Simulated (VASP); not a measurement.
The system is PdPtS3.

```
Pd Pt S
1.0
     4.68995    0.00000    0.00000
     0.00000    4.68995    0.00000
     0.00000    0.00000    4.68995
Pd Pt S
1 1 3
Direct
  0.00000 0.00000 0.00000
  0.50000 0.50000 0.50000
  0.50000 0.00000 0.50000
  0.50000 0.50000 0.00000
  0.00000 0.50000 0.50000
```

The cell was built from a structure type or drawn by symmetry, and may not be a known phase.

Base run:

* Program: VASP 6.6.1
* Functional: PBE
* Potentials or basis: VASP PAW PBE potentials, release 64 (Pd, Pt, S)
* Cutoff: 520 eV
* k mesh: 4 × 4 × 4
* Occupations: gaussian, width 0.1 eV
* Spin: no spin polarisation

Its results: pressure 0.2 GPa.

Question: The run is repeated on the same cell with these changes: spin from no spin polarisation to collinear spin; further incar settings from ALGO = Normal; EDIFF = 1e-06; NBANDS = 27 to ALGO = Normal; EDIFF = 1e-06; NBANDS = 31. What comes out?

Answer: Pressure 0.5 GPa; net moment 1.37 μB per cell; site moments Pd +0.38; Pt +0.12; S +0.20 μB.
